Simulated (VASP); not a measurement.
# TiAl (P4mm) in VASP: notebook

Runs on TiAl. Level: PBEsol. Tasks: single point.

Program: VASP 6.6.1. These are calculated values, not measurements. Logs are shortened: lines on timing, memory, paths and dates and some standing lists are left out, and cuts for length are marked.

## (1) The cell of the first run

It takes space group P4mm (No. 99, tetragonal). Conventional cell: a = 3.156 Å, b = 3.156 Å, c = 3.156 Å, α = 90.00°, β = 90.00°, γ = 90.00°. Ti (site symmetry 4mm) has 8 Al at 2.67 to 2.80 Å and 6 Ti at 3.16 Å within 3.5 Å. Al (site symmetry 4mm) has 8 Ti at 2.67 to 2.80 Å and 6 Al at 3.16 Å within 3.5 Å.

## (2) Single point, PBEsol (atoms displaced along a vibrational mode)

INCAR reads:

```
  PREC = Accurate
  ENCUT = 520
  EDIFF = 1E-6
  ISMEAR = 0
  SIGMA = 0.15
  LREAL = False
  LASPH = True
  NELM = 60
  ALGO = Fast
  ISIF = 2
  LWAVE = False
  LCHARG = False
  GGA = PS
  NBANDS = 23
```

KPOINTS reads:

```
Automatic mesh
0
Gamma
  20 14 14
```

POSCAR reads:

```
TiAl
1.0
   -3.1564740774      0.0000000000      0.0000000000
    0.0000000000      3.1564740774      3.1564740774
    0.0000000000      3.1564740774     -3.1564740774
Ti Al
2 2
Direct
    1.0000000000     -0.0066966799      0.0066966799
    1.0000000000      0.4933033201      0.5066966799
    0.5000000000      0.5118803447     -0.0118803447
    0.5000000000      0.0118803447      0.4881196553
```

Potentials or basis: VASP PAW PBE potentials, release 64 (Ti_sv, Al).

Run with:

```
> cat potpaw_PBE.64/Ti_sv/POTCAR potpaw_PBE.64/Al/POTCAR > POTCAR
> mpirun -np 1 vasp_std > vasp.out
```

OUTCAR:

```text
PREC = Accurate
   ENCUT = 520
   EDIFF = 1E-6
   ISMEAR = 0
   LREAL = False
   LASPH = True
   NELM = 60
   ISIF = 2
   GGA = PS

 ion  position               nearest neighbor table
   1  0.000  0.993  0.007-   3 2.67   4 2.67   3 2.67   4 2.67   3 2.80   3 2.80   4 2.80   4 2.80

   2  0.000  0.493  0.507-   3 2.67   4 2.67   3 2.67   4 2.67   4 2.80   4 2.80   3 2.80   3 2.80

   3  0.500  0.512  0.988-   1 2.67   2 2.67   1 2.67   2 2.67   2 2.80   2 2.80   1 2.80   1 2.80
                             4 3.16   4 3.16   4 3.16   4 3.16
   4  0.500  0.012  0.488-   1 2.67   2 2.67   1 2.67   2 2.67   1 2.80   1 2.80   2 2.80   2 2.80
                             3 3.16   3 3.16   3 3.16   3 3.16

  LATTYP: Found a simple tetragonal cell.
 ALAT       =     4.4639284495
 C/A-ratio  =     0.7071067812

  Lattice vectors:

 A1 = (   0.0000000000,   3.1564740774,   3.1564740774)
 A2 = (   0.0000000000,   3.1564740774,  -3.1564740774)
 A3 = (  -3.1564740774,   0.0000000000,   0.0000000000)

Analysis of symmetry for initial positions (statically):
=====================================================================
 Subroutine PRICEL returns following result:

  LATTYP: Found a simple cubic cell.
 ALAT       =     3.1564740774

  Lattice vectors:

 A1 = (  -3.1564740774,   0.0000000000,   0.0000000000)
 A2 = (   0.0000000000,   0.0000000000,   3.1564740774)
 A3 = (   0.0000000000,   3.1564740774,   0.0000000000)

   2 primitive cells build up your supercell.

 Routine SETGRP: Setting up the symmetry group for a
 simple tetragonal supercell.

 Subroutine GETGRP returns: Found  4 space group operations
 (whereof  4 operations were pure point group operations)
 out of a pool of 16 trial point group operations.

The static configuration has the point symmetry C_2v.

Analysis of symmetry for dynamics (positions and initial velocities):
=====================================================================
 Subroutine PRICEL returns following result:

  LATTYP: Found a simple cubic cell.
 ALAT       =     3.1564740774

  Lattice vectors:

 A1 = (  -3.1564740774,   0.0000000000,   0.0000000000)
 A2 = (   0.0000000000,   0.0000000000,   3.1564740774)
 A3 = (   0.0000000000,   3.1564740774,   0.0000000000)

   2 primitive cells build up your supercell.

 Routine SETGRP: Setting up the symmetry group for a
 simple tetragonal supercell.

 Subroutine GETGRP returns: Found  4 space group operations
 (whereof  4 operations were pure point group operations)
 out of a pool of 16 trial point group operations.

The dynamic configuration has the point symmetry C_2v.

 Subroutine INISYM returns: Found  4 space group operations
 (whereof  4 operations are pure point group operations),
 and found     2 'primitive' translations

----------------------------------------------------------------------------------------

                                     Primitive cell

  volume of cell :      31.4490

  direct lattice vectors                    reciprocal lattice vectors
    -3.156474077  0.000000000  0.000000000    -0.316809191  0.000000000  0.000000000
     0.000000000  0.000000000  3.156474077     0.000000000  0.000000000  0.316809191
     0.000000000  3.156474077  0.000000000     0.000000000  0.316809191  0.000000000

  length of vectors
     3.156474077  3.156474077  3.156474077     0.316809191  0.316809191  0.316809191

  position of ions in fractional coordinates (direct lattice)
     0.000000000  0.986606640  0.000000000
     0.500000000  0.523760689  0.500000000

  ion indices of the primitive-cell ions
   primitive index   ion index
                 1           1
                 2           3

----------------------------------------------------------------------------------------

 KPOINTS: Automatic mesh

Automatic generation of k-mesh.
 Grid dimensions read from file:
 generate k-points for:   20   14   14

 Generating k-lattice:

  Cartesian coordinates                     Fractional coordinates (reciprocal lattice)
    -0.015840460  0.000000000  0.000000000     0.050000000  0.000000000  0.000000000
     0.000000000  0.011314614  0.011314614     0.000000000  0.071428571  0.000000000
     0.000000000  0.011314614 -0.011314614     0.000000000  0.000000000  0.071428571

  Length of vectors
     0.015840460  0.016001281  0.016001281

  Shift w.r.t. Gamma in fractional coordinates (k-lattice)
     0.000000000  0.000000000  0.000000000

 Subroutine IBZKPT returns following result:
 ===========================================

 Found    627 irreducible k-points:

 Following reciprocal coordinates:
            Coordinates               Weight
  0.000000  0.000000  0.000000      1.000000
  0.050000  0.000000  0.000000      2.000000
  0.100000  0.000000  0.000000      2.000000
  0.150000  0.000000  0.000000      2.000000
  0.200000  0.000000  0.000000      2.000000
  0.250000  0.000000  0.000000      2.000000
[... 16 lines left out ...]
  0.000000  0.142857  0.000000      4.000000
  0.050000  0.142857  0.000000      8.000000
 [... further k-points ...]
   k-points           NKPTS =    627   k-points in BZ     NKDIM =    627   number of bands    NBANDS=     23
   number of dos      NEDOS =    301   number of ions     NIONS =      4
   total plane-waves  NPLWV =  31104
   dimension x,y,z NGX =    24 NGY =   36 NGZ =   36
   dimension x,y,z NGXF=    48 NGYF=   72 NGZF=   72
   ions per type =               2   2
   NGX,Y,Z   is equivalent  to a cutoff of  12.64, 13.41, 13.41 a.u.
   NGXF,Y,Z  is equivalent  to a cutoff of  25.28, 26.81, 26.81 a.u.
 SYSTEM =  unknown system
   PREC   = accura    normal or accurate (medium, high low for compatibility)
   ISTART =      0    job   : 0-new  1-cont  2-samecut
   ICHARG =      2    charge: 1-file 2-atom 10-const
   ISPIN  =      1    spin polarized calculation?
   LNONCOLLINEAR =      F non collinear calculations
   LSORBIT =      F    spin-orbit coupling
   LASPH  =      T    aspherical Exc in radial PAW
   ENCUT  =  520.0 eV  38.22 Ry    6.18 a.u.   5.87  8.30  8.30*2*pi/ulx,y,z
   NELM   =     60;   NELMIN=  2; NELMDL= -5     # of ELM steps
   EDIFF  = 0.1E-05   stopping-criterion for ELM
   LREAL  =      F    real-space projection
   EDIFFG = 0.1E-04   stopping-criterion for IOM
   NSW    =      0    number of steps for IOM
   IBRION =     -1    ionic relax: 0-MD 1-quasi-New 2-CG
   NFREE  =      0    steps in history (QN), initial steepest desc. (CG)
   ISIF   =      2    stress and relaxation
   ISYM   =      2    0-nonsym 1-usesym 2-fastsym
   POTIM  = 0.5000    time-step for ionic-motion
   TEBEG  =    0.0;   TEEND  =   0.0 temperature during run
   PSTRESS=    0.0 pullay stress
   NELECT =      30.0000    total number of electrons
   NUPDOWN=      -1.0000    fix difference up-down
   EMIN   =  10.00;   EMAX   =-10.00  energy-range for DOS
   EFERMI =   0.00;   METHOD = LEGACY
   ISMEAR =     0;   SIGMA  =   0.15  broadening in eV -4-tet -1-fermi 0-gaus
   EFERMI_NEDOS =   21; number of points for ismear=-14 and -15
   IALGO  =     68    algorithm
   IMIX   =      4    mixing-type and parameters
     AMIX     =   0.40;   BMIX     =  1.00
     AMIX_MAG =   1.60;   BMIX_MAG =  1.00
  volume/ion in A,a.u.               =      15.72       106.11
  Fermi-wavevector in a.u.,A,eV,Ry     =   1.279096  2.417140 22.260297  1.636086
  Thomas-Fermi vector in A             =   2.411601
   LORBIT       =      0    0 simple, 1 ext, 2 COOP (PROOUT), +10 PAW based schemes
   GGA     = PS    functional components
   LHFCALC =     F    Hartree Fock is set to
   AEXX    =    0.0000 exact exchange contribution
   IVDW    =     0    specifies the selected vdW correction
   LEPSILON=     F    determine dielectric tensor
   LRPA    =     F    only Hartree local field effects (RPA)
 non-spin polarized calculation
 RMM-DIIS sequential band-by-band and
 Gauss-broadening in eV      SIGMA  =   0.15
  energy-cutoff  :      520.00
  volume of cell :       62.90
 maximum number of plane-waves:      1720
 NGX is ok and might be reduce to    24
   NGX = 11   NGY = 17   NGZ = 17

 number of electron      30.0000000 magnetization

 Free energy of the ion-electron system (eV)
  ---------------------------------------------------
  ext. energy  EPLUGINS =         0.00000000
  ---------------------------------------------------
  free energy    TOTEN  =       -25.87121991 eV

  energy without entropy =      -25.81696527  energy(sigma->0) =      -25.84409259

 E-fermi :   8.8945     XC(G=0): -11.2795

 val. band max:        8.8943232655   @ k =   0.2000  -0.2143   0.3571
 cond. band min:       8.8947174014   @ k =   0.2500   0.2857   0.0000
 fundamental gap:      0.0003941359
 Fermi energy:         8.8944831322

 k-point     1 :       0.0000    0.0000    0.0000
  band No.  band energies     occupation
      1     -47.7161      2.00000
      2     -47.6832      2.00000
      3     -24.1799      2.00000
      4     -24.1767      2.00000
      5     -24.0184      2.00000
      6     -24.0181      2.00000
[... 15 lines left out ...]
     22      13.4420      0.00000
     23      13.4659      0.00000

 k-point     2 :       0.0500    0.0000    0.0000
  band No.  band energies     occupation
      1     -47.7157      2.00000
      2     -47.6828      2.00000
      3     -24.1793      2.00000
      4     -24.1762      2.00000
      5     -24.0228      2.00000
      6     -24.0180      2.00000
[... 15 lines left out ...]
     22      13.5454      0.00000
     23      13.5940      0.00000

 k-point     3 :       0.1000    0.0000    0.0000
  band No.  band energies     occupation
      1     -47.7145      2.00000
      2     -47.6817      2.00000
      3     -24.1777      2.00000
      4     -24.1745      2.00000
      5     -24.0363      2.00000
      6     -24.0168      2.00000
[... 15 lines left out ...]
     22      12.8007      0.00000
     23      13.8397      0.00000
[... 495 lines left out ...]
 k-point    23 :       0.0000    0.1429    0.0000
  band No.  band energies     occupation
      1     -47.7144      2.00000
      2     -47.6848      2.00000
      3     -24.1726      2.00000
      4     -24.1692      2.00000
      5     -24.0272      2.00000
      6     -24.0245      2.00000
[... 15 lines left out ...]
     22      13.4328      0.00000
     23      13.8381      0.00000

 k-point    24 :       0.0500    0.1429    0.0000
  band No.  band energies     occupation
      1     -47.7140      2.00000
      2     -47.6844      2.00000
      3     -24.1721      2.00000
      4     -24.1687      2.00000
      5     -24.0268      2.00000
      6     -24.0241      2.00000
[... 15 lines left out ...]
     22      13.2639      0.00000
     23      13.4946      0.00000

 [... further k-points ...]

------------------------ aborting loop because EDIFF is reached ----------------------------------------

  FORCE on cell =-STRESS in cart. coord.  units (eV):
  Direction    XX          YY          ZZ          XY          YZ          ZX
  --------------------------------------------------------------------------------------
  -------------------------------------------------------------------------------------
  Total        0.3369156      0.3334484      0.0664673      0.0000000      0.0000000      0.0000000
  in kB        8.5821288      8.4938108      1.6930980      0.0000000      0.0000000      0.0000000
  external PRESSURE =       6.2563458 kB  Pullay stress =       0.0000000 kB

 VOLUME and BASIS-vectors are now :
 -----------------------------------------------------------------------------
  energy-cutoff  :      520.00
  volume of cell :       62.90
      direct lattice vectors                 reciprocal lattice vectors
    -3.156474077  0.000000000  0.000000000    -0.316809191  0.000000000  0.000000000
     0.000000000  3.156474077  3.156474077     0.000000000  0.158404596  0.158404596
     0.000000000  3.156474077 -3.156474077     0.000000000  0.158404596 -0.158404596

 POSITION                                       TOTAL-FORCE (eV/Angst)
 -----------------------------------------------------------------------------------
      0.00000      3.15647      3.11420         0.000000      0.000000      0.774840
      0.00000      3.15647     -0.04228         0.000000      0.000000      0.774840
     -1.57824      4.73471     -1.50324         0.000000      0.000000     -0.774840
     -1.57824      1.57824     -1.50324         0.000000      0.000000     -0.774840
 -----------------------------------------------------------------------------------
    total drift:                               -0.000000     -0.000000     -0.000310

  FREE ENERGIE OF THE ION-ELECTRON SYSTEM (eV)
  ---------------------------------------------------
  free  energy   TOTEN  =       -25.8712199132 eV

  energy  without entropy=      -25.8169652708  energy(sigma->0) =      -25.84409259
```

It took 28 min on 1 thread of Oxide Virtual Turin-like, shared host; peak memory 0.76 GiB.

Results:

- Free energy: -25.8712 eV
- Pressure: 0.6 GPa
- Largest force: 0.775 eV/Å
- Band gap on the k mesh: zero (bands 15 and 16 overlap by 1.87 eV)

Forces on the atoms (eV/Å):
```
Ti   0.000  0.000  0.775
Ti   0.000  0.000  0.775
Al   0.000  0.000 -0.775
Al   0.000  0.000 -0.775
```

Stress tensor (GPa, compression positive):
```
0.86 0.00 0.00
0.00 0.85 0.00
0.00 0.00 0.17
```

Caveat: the cell differs from its parent crystal (atoms displaced along a vibrational mode); the PAW data sets were made with another functional, which shifts forces and pressure a little.

## (3) Single point, PBEsol (atoms displaced along a vibrational mode)

INCAR reads:

```
SYSTEM = TiAl
ALGO = Fast
EDIFF = 1E-6
ENCUT = 520
GGA = PS
ISIF = 2
ISMEAR = 0
LASPH = .TRUE.
LCHARG = .TRUE.
LELF = .TRUE.
LREAL = .FALSE.
LVHAR = .TRUE.
LWAVE = .FALSE.
NBANDS = 23
NELM = 80
PREC = Accurate
SIGMA = 0.15
```

KPOINTS reads:

```
k-points
0
G
  20 14 14
  0 0 0
```

POSCAR reads:

```
TiAl
1.0
   -3.1564740774      0.0000000000      0.0000000000
    0.0000000000      3.1564740774      3.1564740774
    0.0000000000      3.1564740774     -3.1564740774
Ti Al
2 2
Direct
    1.0000000000     -0.0022322266      0.0022322266
    1.0000000000      0.4977677734      0.5022322266
    0.5000000000      0.5039601149     -0.0039601149
    0.5000000000      0.0039601149      0.4960398851
```

Potentials or basis: VASP PAW PBE potentials, release 64 (Ti_sv, Al).

Run with:

```
> cat potpaw_PBE.64/Ti_sv/POTCAR potpaw_PBE.64/Al/POTCAR > POTCAR
> mpirun -np 1 vasp_std > vasp.out
```

It took 50 min on 1 thread of Oxide Virtual Turin-like, shared host; peak memory 0.76 GiB.

It converged, with:

| Quantity | Value |
| --- | --- |
| Free energy | -25.9520 eV |
| Pressure | 0.2 GPa |
| Largest force | 0.259 eV/Å |
| Band gap on the k mesh | zero (bands 15 and 16 overlap by 1.91 eV) |

Forces on the atoms (eV/Å):
```
Ti   0.000  0.000  0.259
Ti   0.000  0.000  0.259
Al   0.000  0.000 -0.259
Al   0.000  0.000 -0.259
```

Stress tensor (GPa, compression positive):
```
0.20 0.00 0.00
0.00 0.20 0.00
0.00 0.00 0.12
```

Levels at points of the mesh, in eV from the Fermi level:
```tsv
k point	band 13	band 14	band 15	band 16	band 17	band 18
(0.00, 0.00, 0.00)	-1.50	-1.49	-1.49	0.70	0.70	1.84
(0.50, 0.00, 0.00)	-3.16	-0.57	0.14	0.14	0.78	2.05
(0.00, 0.50, 0.00)	-1.80	-1.80	0.09	0.09	0.84	0.84
(0.50, 0.50, 0.00)	-1.86	-1.86	0.24	0.24	0.50	0.50
(0.00, 0.50, 0.50)	-0.57	-0.57	0.14	0.14	0.14	0.14
(0.50, 0.50, 0.50)	-2.09	-2.09	-1.50	-1.50	0.70	0.70
```

Caveat: the cell differs from its parent crystal (atoms displaced along a vibrational mode); the PAW data sets were made with another functional, which shifts forces and pressure a little.
